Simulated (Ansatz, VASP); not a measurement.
## MoS2 in VASP and in Ansatz

```
Mo S
1.0
     1.58550    0.91539    6.11500
    -1.58550    0.91539    6.11500
     0.00000   -1.83078    6.11500
Mo S
1 2
Cartesian
  0.0000 0.0000 0.0000
  0.0000 0.0000 4.5862
  0.0000 0.0000 13.7587
```

Alike in both runs: task relaxation of cell and atoms; functional PBEsol; k mesh 10 × 10 × 10; occupations fermi-dirac, width 0.05 eV; no spin polarisation; Hubbard terms Mo d U = 2.0 eV.

```csv
,VASP,Ansatz
version,VASP 6.6.1,Ansatz 0.2.0
potentials or method,"VASP PAW PBE potentials, release 64 (Mo_sv, S)",Ansatz PAW
plane-wave cutoff (eV),600,420
valence electrons in the cell,26,26
```

```tsv
	VASP	Ansatz	Ansatz less VASP
gap on the k mesh at the Fermi level, each at its own relaxed structure (eV)	none	none	-
relaxed volume (Å³/atom)	17.42	17.16	-0.266
relaxed length of the cell vector where the two differ most in proportion (Å)	6.380	6.351	-0.0283
```

VASP's potentials were made for PBE, not for PBEsol. The programs project onto different local orbitals, so the same U acts differently, and such runs can settle in different states. A gap of «none» marks a metal or a gap that the smearing closes.

Noted on Ansatz's run: the plane-wave basis is chosen anew once the cell has moved, so the energies of steps on either side of that aren't comparable.
